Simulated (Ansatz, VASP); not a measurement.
## One calculation of Al, two programs

```
CELL_PARAMETERS angstrom
2.81246 0.00000 0.00000
-1.40623 2.43566 0.00000
0.00000 0.00000 4.62351
ATOMIC_POSITIONS crystal
Al 0.66667 0.33333 0.75000
Al 0.33333 0.66667 0.25000
```

Change from the starting cell: strain +0.000 along x and y, -0.050 along z, atoms carried along.

Alike in both runs: task single point; functional r2SCAN; k mesh 18 × 18 × 10; occupations gaussian, width 0.15 eV; no spin polarisation.

```csv
,VASP,Ansatz
version,VASP 6.6.1,Ansatz 0.2.0
potentials or method,"VASP PAW PBE potentials, release 64 (Al), cutoff 520 eV","scalar-relativistic, plane waves, PAW"
valence electrons in the cell,6,6
```

Ansatz gave:

```
gap on the k mesh at the Fermi level (eV)                     : none
pressure (GPa)                                                : 1.0
traceless stress, the component that is largest in VASP (GPa) : -0.15
```

**Question.** What did VASP give for the same quantities?

**Answer.** gap on the k mesh at the Fermi level (eV): none; pressure (GPa): 0.7; traceless stress, the component that is largest in VASP (GPa): -0.15.

VASP's potentials were made for PBE, not for r2SCAN. A gap of «none» marks a metal or a gap that the smearing closes. The functional is the same, so the differences come from potentials, cutoffs and numerics.
